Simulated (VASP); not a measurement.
# Te (Fm-3m) in VASP: single point with PBEsol

Aim: the single point of Te with PBEsol.

All numbers are computed with VASP 6.6.1; they aren't measurements. Logs are shortened: lines on timing, memory, paths and dates and some standing lists are left out, and cuts for length are marked.

### 1 The cell of the first run

The structure is cubic, space group Fm-3m (No. 225). Conventional cell: a = 4.753 Å, b = 4.753 Å, c = 4.753 Å, α = 90.00°, β = 90.00°, γ = 90.00°. Within 4.4 Å of Te (site symmetry m-3m) lie 12 Te at 3.36 Å.

### 2 Single point, PBEsol

INCAR

```
SYSTEM = Te
PREC = Accurate
ENCUT = 520
EDIFF = 1E-6
ISMEAR = -1
SIGMA = 0.13605693000000002
LREAL = .False.
LASPH = .True.
NELM = 100
ALGO = Normal
ISIF = 2
LWAVE = .False.
LCHARG = .False.
GGA = PS
NBANDS = 9
```

KPOINTS

```
regular mesh
0
Gamma
  12 12 12
  0 0 0
```

POSCAR

```
Te
1.0
    0.0000000000      2.3763888460      2.3763888460
    2.3763888460      0.0000000000      2.3763888460
    2.3763888460      2.3763888460      0.0000000000
Te
1
Direct
    0.0000000000      0.0000000000      0.0000000000
```

Potentials or basis: VASP PAW PBE potentials, release 64 (Te).

The run is started by

```
> cat potpaw_PBE.64/Te/POTCAR > POTCAR
> mpirun -np 1 vasp_std > vasp.out
```

OUTCAR:

```text
SYSTEM = Te
   PREC = Accurate
   ENCUT = 520
   EDIFF = 1E-6
   ISMEAR = -1
   LREAL = .False.
   LASPH = .True.
   NELM = 100
   ISIF = 2
   GGA = PS

 ion  position               nearest neighbor table
   1  0.000  0.000  0.000-

  LATTYP: Found a face centered cubic cell.
 ALAT       =     4.7527776920

  Lattice vectors:

 A1 = (   0.0000000000,   2.3763888460,   2.3763888460)
 A2 = (   2.3763888460,   0.0000000000,   2.3763888460)
 A3 = (   2.3763888460,   2.3763888460,   0.0000000000)

Analysis of symmetry for initial positions (statically):
=====================================================================
 Subroutine PRICEL returns:
 Original cell was already a primitive cell.

 Routine SETGRP: Setting up the symmetry group for a
 face centered cubic supercell.

 Subroutine GETGRP returns: Found 48 space group operations
 (whereof 48 operations were pure point group operations)
 out of a pool of 48 trial point group operations.

The static configuration has the point symmetry O_h .

Analysis of symmetry for dynamics (positions and initial velocities):
=====================================================================
 Subroutine PRICEL returns:
 Original cell was already a primitive cell.

 Routine SETGRP: Setting up the symmetry group for a
 face centered cubic supercell.

 Subroutine GETGRP returns: Found 48 space group operations
 (whereof 48 operations were pure point group operations)
 out of a pool of 48 trial point group operations.

The dynamic configuration has the point symmetry O_h .

 Subroutine INISYM returns: Found 48 space group operations
 (whereof 48 operations are pure point group operations),
 and found     1 'primitive' translations

----------------------------------------------------------------------------------------

                                     Primitive cell

  volume of cell :      26.8400

  direct lattice vectors                    reciprocal lattice vectors
     0.000000000  2.376388846  2.376388846    -0.210403277  0.210403277  0.210403277
     2.376388846  0.000000000  2.376388846     0.210403277 -0.210403277  0.210403277
     2.376388846  2.376388846  0.000000000     0.210403277  0.210403277 -0.210403277

  length of vectors
     3.360721335  3.360721335  3.360721335     0.364429165  0.364429165  0.364429165

  position of ions in fractional coordinates (direct lattice)
     0.000000000  0.000000000  0.000000000

  ion indices of the primitive-cell ions
   primitive index   ion index
                 1           1

----------------------------------------------------------------------------------------

 KPOINTS: regular mesh

Automatic generation of k-mesh.
 Grid dimensions read from file:
 generate k-points for:   12   12   12

 Generating k-lattice:

  Cartesian coordinates                     Fractional coordinates (reciprocal lattice)
    -0.017533606  0.017533606  0.017533606     0.083333333  0.000000000  0.000000000
     0.017533606 -0.017533606  0.017533606     0.000000000  0.083333333  0.000000000
     0.017533606  0.017533606 -0.017533606     0.000000000  0.000000000  0.083333333

  Length of vectors
     0.030369097  0.030369097  0.030369097

  Shift w.r.t. Gamma in fractional coordinates (k-lattice)
     0.000000000  0.000000000  0.000000000

 Subroutine IBZKPT returns following result:
 ===========================================

 Found     72 irreducible k-points:

 Following reciprocal coordinates:
            Coordinates               Weight
  0.000000  0.000000  0.000000      1.000000
  0.083333  0.000000  0.000000      8.000000
  0.166667  0.000000  0.000000      8.000000
  0.250000  0.000000  0.000000      8.000000
  0.333333  0.000000  0.000000      8.000000
  0.416667  0.000000  0.000000      8.000000
[... 16 lines left out ...]
  0.500000  0.166667  0.000000     24.000000
 -0.416667  0.166667  0.000000     24.000000
 [... further k-points ...]
   k-points           NKPTS =     72   k-points in BZ     NKDIM =     72   number of bands    NBANDS=      9
   number of dos      NEDOS =    301   number of ions     NIONS =      1
   total plane-waves  NPLWV =  21952
   dimension x,y,z NGX =    28 NGY =   28 NGZ =   28
   dimension x,y,z NGXF=    56 NGYF=   56 NGZF=   56
   ions per type =               1
   NGX,Y,Z   is equivalent  to a cutoff of  13.85, 13.85, 13.85 a.u.
   NGXF,Y,Z  is equivalent  to a cutoff of  27.70, 27.70, 27.70 a.u.
 SYSTEM =  Te
   PREC   = accura    normal or accurate (medium, high low for compatibility)
   ISTART =      0    job   : 0-new  1-cont  2-samecut
   ICHARG =      2    charge: 1-file 2-atom 10-const
   ISPIN  =      1    spin polarized calculation?
   LNONCOLLINEAR =      F non collinear calculations
   LSORBIT =      F    spin-orbit coupling
   LASPH  =      T    aspherical Exc in radial PAW
   ENCUT  =  520.0 eV  38.22 Ry    6.18 a.u.   6.25  6.25  6.25*2*pi/ulx,y,z
   NELM   =    100;   NELMIN=  2; NELMDL= -5     # of ELM steps
   EDIFF  = 0.1E-05   stopping-criterion for ELM
   LREAL  =      F    real-space projection
   EDIFFG = 0.1E-04   stopping-criterion for IOM
   NSW    =      0    number of steps for IOM
   IBRION =     -1    ionic relax: 0-MD 1-quasi-New 2-CG
   NFREE  =      0    steps in history (QN), initial steepest desc. (CG)
   ISIF   =      2    stress and relaxation
   ISYM   =      2    0-nonsym 1-usesym 2-fastsym
   POTIM  = 0.5000    time-step for ionic-motion
   TEBEG  =    0.0;   TEEND  =   0.0 temperature during run
   PSTRESS=    0.0 pullay stress
   NELECT =       6.0000    total number of electrons
   NUPDOWN=      -1.0000    fix difference up-down
   EMIN   =  10.00;   EMAX   =-10.00  energy-range for DOS
   EFERMI =   0.00;   METHOD = LEGACY
   ISMEAR =    -1;   SIGMA  =   0.14  broadening in eV -4-tet -1-fermi 0-gaus
   EFERMI_NEDOS =   21; number of points for ismear=-14 and -15
   IALGO  =     38    algorithm
   IMIX   =      4    mixing-type and parameters
     AMIX     =   0.40;   BMIX     =  1.00
     AMIX_MAG =   1.60;   BMIX_MAG =  1.00
  volume/ion in A,a.u.               =      26.84       181.13
  Fermi-wavevector in a.u.,A,eV,Ry     =   0.993568  1.877572 13.431373  0.987178
  Thomas-Fermi vector in A             =   2.125459
   LORBIT       =      0    0 simple, 1 ext, 2 COOP (PROOUT), +10 PAW based schemes
   GGA     = PS    functional components
   LHFCALC =     F    Hartree Fock is set to
   AEXX    =    0.0000 exact exchange contribution
   IVDW    =     0    specifies the selected vdW correction
   LEPSILON=     F    determine dielectric tensor
   LRPA    =     F    only Hartree local field effects (RPA)
 non-spin polarized calculation
  energy-cutoff  :      520.00
  volume of cell :       26.84
 maximum number of plane-waves:       745
 NGX is ok and might be reduce to    28
   NGX = 13   NGY = 13   NGZ = 13

 number of electron       6.0000000 magnetization

 Free energy of the ion-electron system (eV)
  ---------------------------------------------------
  ext. energy  EPLUGINS =         0.00000000
  ---------------------------------------------------
  free energy    TOTEN  =        -3.22851355 eV

  energy without entropy =       -3.17284563  energy(sigma->0) =       -3.20067959

 E-fermi :   8.4693     XC(G=0): -10.4599

 val. band max:        8.4103691298   @ k =  -0.4167   0.3333   0.0000
 cond. band min:       8.4992359132   @ k =   0.3333   0.2500   0.0000
 fundamental gap:      0.0888667834
 Fermi energy:         8.4693352945

 k-point     1 :       0.0000    0.0000    0.0000
  band No.  band energies     occupation
      1      -5.8346      2.00000
      2      11.8117      0.00000
      3      11.8117      0.00000
      4      11.8117      0.00000
      5      18.0932      0.00000
      6      18.0932      0.00000
      7      18.0932      0.00000
      8      18.7688      0.00000
      9      18.9486      0.00000

 k-point     2 :       0.0833    0.0000    0.0000
  band No.  band energies     occupation
      1      -5.7068      2.00000
      2      10.7734      0.00000
      3      11.6778      0.00000
      4      11.6778      0.00000
      5      17.2411      0.00000
      6      18.3403      0.00000
      7      18.3403      0.00000
      8      19.3807      0.00000
      9      20.5463      0.00000

 k-point     3 :       0.1667    0.0000    0.0000
  band No.  band energies     occupation
      1      -5.3279      2.00000
      2       8.6500      0.41894
      3      11.3543      0.00000
      4      11.3543      0.00000
      5      16.5048      0.00000
      6      18.7629      0.00000
      7      18.7629      0.00000
      8      20.6277      0.00000
      9      20.8871      0.00000

 k-point     4 :       0.2500    0.0000    0.0000
  band No.  band energies     occupation
      1      -4.7161      2.00000
      2       6.3840      2.00000
      3      10.9829      0.00000
      4      10.9829      0.00000
      5      16.0292      0.00000
      6      18.4709      0.00000
      7      18.4709      0.00000
      8      20.0882      0.00000
      9      21.4115      0.00000
[... 205 lines left out ...]
 k-point    22 :       0.4167    0.1667    0.0000
  band No.  band energies     occupation
      1      -3.2279      2.00000
      2       4.0612      2.00000
      3       8.6132      0.51558
      4       9.3242      0.00373
      5      14.6568      0.00000
      6      17.8981      0.00000
      7      19.7376      0.00000
      8      20.2483      0.00000
      9      22.4925      0.00000

 k-point    23 :       0.5000    0.1667    0.0000
  band No.  band energies     occupation
      1      -2.5103      2.00000
      2       2.7912      2.00000
      3       8.0455      1.91505
      4       9.4378      0.00162
      5      14.6488      0.00000
      6      18.3203      0.00000
      7      19.1201      0.00000
      8      21.4353      0.00000
      9      22.3249      0.00000

 k-point    24 :      -0.4167    0.1667    0.0000
  band No.  band energies     occupation
      1      -2.3803      2.00000
      2       2.5920      2.00000
      3       7.6641      1.99463
      4       9.7623      0.00015
      5      14.9390      0.00000
      6      18.2274      0.00000
      7      18.7205      0.00000
      8      22.4666      0.00000
      9      23.2709      0.00000

 [... further k-points ...]

------------------------ aborting loop because EDIFF is reached ----------------------------------------

  FORCE on cell =-STRESS in cart. coord.  units (eV):
  Direction    XX          YY          ZZ          XY          YZ          ZX
  --------------------------------------------------------------------------------------
  -------------------------------------------------------------------------------------
  Total        0.0144056      0.0144056      0.0144056     -0.0000000      0.0000000      0.0000000
  in kB        0.8599201      0.8599201      0.8599201     -0.0000000      0.0000000      0.0000000
  external PRESSURE =       0.8599201 kB  Pullay stress =       0.0000000 kB

 VOLUME and BASIS-vectors are now :
 -----------------------------------------------------------------------------
  energy-cutoff  :      520.00
  volume of cell :       26.84
      direct lattice vectors                 reciprocal lattice vectors
     0.000000000  2.376388846  2.376388846    -0.210403277  0.210403277  0.210403277
     2.376388846  0.000000000  2.376388846     0.210403277 -0.210403277  0.210403277
     2.376388846  2.376388846  0.000000000     0.210403277  0.210403277 -0.210403277

 POSITION                                       TOTAL-FORCE (eV/Angst)
 -----------------------------------------------------------------------------------
      0.00000      0.00000      0.00000         0.000000      0.000000     -0.000000
 -----------------------------------------------------------------------------------
    total drift:                                0.000000      0.000000      0.000000

  FREE ENERGIE OF THE ION-ELECTRON SYSTEM (eV)
  ---------------------------------------------------
  free  energy   TOTEN  =        -3.2285135465 eV

  energy  without entropy=       -3.1728456330  energy(sigma->0) =       -3.20067959
```

Wall time 26 s (1 thread of Intel Xeon 8259CL, shared host); peak memory 0.16 GiB.

Results:

```yaml
Free_energy: -3.2285 eV
Pressure: 0.1 GPa
Band_gap_on_the_k_mesh: zero (band 3 reaches 11.81 eV, above the bottom of band 4 at 6.17 eV)
```

Caveat: the PAW data sets were made with another functional, which shifts forces and pressure a little; spin-orbit coupling is left out, which moves the levels of the heavy elements.
